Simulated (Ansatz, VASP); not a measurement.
**Two plane-wave programs on W**

```
W
1.0
    -1.56747    1.56747    1.56747
     1.56747   -1.56747    1.56747
     1.56747    1.56747   -1.56747
W
1
Direct
  0.00000 0.00000 0.00000
```

Alike in both runs: functional LDA; k mesh 16 × 16 × 16; occupations gaussian, width 0.1 eV; no spin polarisation.

Ansatz relaxed the structure, and its values are those at the end. VASP's run is a single point on that final structure, the one shown.

|  | VASP | Ansatz |
| --- | --- | --- |
| version | VASP 6.6.1 | Ansatz 0.2.0 |
| potentials or method | VASP PAW LDA potentials, release 64 (W_sv), cutoff 520 eV | scalar-relativistic, plane waves, PAW |
| valence electrons in the cell | 14 | 14 |

```csv
,VASP,Ansatz,Ansatz less VASP
gap on the k mesh at the Fermi level (eV),none,none,-
pressure (GPa),1.9,0.0,-1.92
```

Ansatz warns that its potentials were made for another functional, while VASP's fit it. LDA's correlation is that of Perdew and Zunger in VASP and of Perdew and Wang (1992) in Ansatz. A gap of «none» marks a metal or a gap that the smearing closes.

Spin-orbit coupling is off throughout.
